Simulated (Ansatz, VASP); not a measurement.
# Two plane-wave programs on ZnO

File INCAR:

```
SYSTEM = ZnO
ALGO     = Normal         ! electronic algorithm
EDIFF    = 1E-6           ! SCF threshold, eV
EDIFFG   = -0.005         ! ionic threshold
ENCUT    = 600            ! plane-wave cutoff, eV
GGA      = PS             ! functional
IBRION   = 2              ! ionic algorithm
ISIF     = 3              ! what is computed and relaxed
ISMEAR   = 0              ! smearing method
LASPH    = .True.         ! aspherical terms in the spheres
LCHARG   = .False.        ! write CHGCAR
LREAL    = .False.        ! projectors in reciprocal space
LWAVE    = .False.        ! write WAVECAR
NELM     = 60             ! most SCF steps
NSW      = 100            ! ionic steps
PREC     = Accurate       ! precision mode
SIGMA    = 0.02           ! smearing width, eV
```

Contents of KPOINTS:

```
k-points
0
Gamma
  9 9 6
  0 0 0
```

POSCAR

```
ZnO
1.0
    3.2493987239      0.0000000000      0.0000000000
   -1.6246993619      2.8140618419      0.0000000000
    0.0000000000      0.0000000000      5.2038000000
Zn O
2 2
Direct
    0.3333333333      0.6666666667      0.0000000000
    0.6666666667      0.3333333333      0.5000000000
    0.3333333333      0.6666666667      0.3821000000
    0.6666666667      0.3333333333      0.8821000000
```

Input for Ansatz:

```yaml
crystal:
  lattice:
    - [3.2493987239, 0.0, 0.0]
    - [-1.6246993619, 2.8140618419, 0.0]
    - [0.0, 0.0, 5.2038]
  atoms:
    - { symbol: Zn, position: [0.3333333333, 0.6666666667, 0.0] }
    - { symbol: Zn, position: [0.6666666667, 0.3333333333, 0.5] }
    - { symbol: O, position: [0.3333333333, 0.6666666667, 0.3821] }
    - { symbol: O, position: [0.6666666667, 0.3333333333, 0.8821] }
basis:
  ecutwfc: 520.0
kpoints:
  mp_grid: { grid: [9, 9, 6] }
hamiltonian:
  xc: pbesol
  pseudopotentials: { kind: paw, azcp: { folder: soft_1 } }
scf:
  occupations: { method: gaussian, width: 0.02 }
output:
  forces: true
  stress: true
  eigenvalues: true
relax:
  adjacent_minimum: "off"
  f_tol: 0.005
  max_steps: 80
  cell: { stress_tol: 0.05 }
```

Alike in both runs: task relaxation of cell and atoms; functional PBEsol; k mesh 9 × 9 × 6; occupations gaussian, width 0.02 eV; no spin polarisation.

|  | VASP | Ansatz |
| --- | --- | --- |
| version | VASP 6.6.1 | Ansatz 0.2.0 |
| potentials or method | VASP PAW PBE potentials, release 64 (Zn, O), cutoff 600 eV | scalar-relativistic, plane waves, PAW |
| valence electrons in the cell | 36 | 36 |

Ansatz gave:

| Property | Result |
| --- | --- |
| gap on the k mesh at the Fermi level, each at its own relaxed structure (eV) | 0.70 |
| relaxed volume (Å³/atom) | 11.79 |
| relaxed cell length with the largest relative difference (Å) | 3.231 |

Question: What did VASP give for the same quantities?

Answer: gap on the k mesh at the Fermi level, each at its own relaxed structure (eV): 0.68; relaxed volume (Å³/atom): 11.84; relaxed cell length with the largest relative difference (Å): 3.236.

VASP's potentials were made for PBE, not for PBEsol, and Ansatz warns of the same on its side.
